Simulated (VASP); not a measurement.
Wanted: the native input for a VASP 6.6.1 run.

* Task: single point
* Functional: r2SCAN
* Potentials or basis: VASP PAW PBE potentials, release 64 (Sn_d, Se)
* Cutoff: 520 eV
* k mesh: 6 × 6 × 6
* Occupations: gaussian, width 0.01 eV
* Spin: no spin polarisation
* Dipole correction: no
* Further INCAR settings: ALGO = Normal; EDIFF = 1e-07; NBANDS = 17

SnSe:

```
Sn Se
1.0
     0.00000    3.04961    3.04961
     3.04961    0.00000    3.04961
     3.04961    3.04961    0.00000
Sn Se
1 1
Cartesian
  0.0000 0.0000 0.0000
  3.0496 3.0496 3.0496
```

These files were run (other wordings do the same):

POSCAR

```
SnSe
1.0
    0.0000000000      3.0496098055      3.0496098055
    3.0496098055      0.0000000000      3.0496098055
    3.0496098055      3.0496098055      0.0000000000
Sn Se
1 1
Direct
    0.0000000000      0.0000000000      0.0000000000
    0.5000000000      0.5000000000      0.5000000000
```

INCAR.step1

```
ALGO = Normal
EDIFF = 1E-4
ENCUT = 520
GGA = PE
ISMEAR = 0
LASPH = True
LCHARG = False
LREAL = False
LWAVE = True
NBANDS = 17
NELM = 80
PREC = Accurate
SIGMA = 0.01
```

INCAR.step2

```
ALGO = Normal
EDIFF = 1E-7
ENCUT = 520
ISIF = 2
ISMEAR = 0
ISTART = 1
LASPH = True
LCHARG = False
LMIXTAU = True
LREAL = False
LWAVE = False
METAGGA = R2SCAN
NBANDS = 17
NELM = 80
PREC = Accurate
SIGMA = 0.01
```

KPOINTS

```
k-points
0
Gamma
  6 6 6
```

Potentials or basis: VASP PAW PBE potentials, release 64 (Sn_d, Se).

The run is started by

```console
$ cat potpaw_PBE.64/Sn_d/POTCAR potpaw_PBE.64/Se/POTCAR > POTCAR
$ cp INCAR.step1 INCAR
$ mpirun -np 1 vasp_std > vasp.out
$ cp INCAR.step2 INCAR
$ mpirun -np 1 vasp_std > vasp.out
```

Results of the run:

| Item | Value |
| --- | --- |
| Pressure | -2.3 GPa |
| Band gap on the k mesh | 0.28 eV |

Caveat: the PAW data sets were made with another functional, which shifts forces and pressure a little; spin-orbit coupling is left out, which moves the levels of the heavy elements.

It took 110 s on 1 thread of Intel Xeon 8259CL, on a shared host, peak memory 0.19 GiB.
